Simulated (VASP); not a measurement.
SrO, 2 atoms in the cell. It takes space group Fm-3m (No. 225, cubic). Conventional cell: a = 5.194 Å, b = 5.194 Å, c = 5.194 Å, α = 90.00°, β = 90.00°, γ = 90.00°. Within 3.4 Å of Sr (site symmetry m-3m) lie 6 O at 2.60 Å. Within 3.4 Å of O (site symmetry m-3m) lie 6 Sr at 2.60 Å. 

| Property | Result |
| --- | --- |
| Program | VASP 6.6.1 |
| Task | single point |
| Functional | PBE |
| Potentials or basis | VASP PAW PBE potentials, release 64 (Sr_sv, O) |
| Cutoff | 600 eV |
| k mesh | 6 × 6 × 6 |
| Occupations | fermi-dirac, width 0.1 eV |
| Spin | no spin polarisation |
| Dipole correction | no |
| Further INCAR settings | ALGO = Normal; EDIFF = 1e-06; NBANDS = 15 |

Potentials or basis: VASP PAW PBE potentials, release 64 (Sr_sv, O).

The run is started by

```sh
$ cat potpaw_PBE.64/Sr_sv/POTCAR potpaw_PBE.64/O/POTCAR > POTCAR
$ mpirun -np 1 vasp_std > vasp.out
```

Hardware: 1 thread of Intel Xeon 8259CL, on a shared host.

**Question.** How long does it take, and how much memory?

**Answer.** Wall time 16 s on 1 thread of Intel Xeon 8259CL, on a shared host, peak memory 0.17 GiB. Counts: scf iterations 13, k points 16.
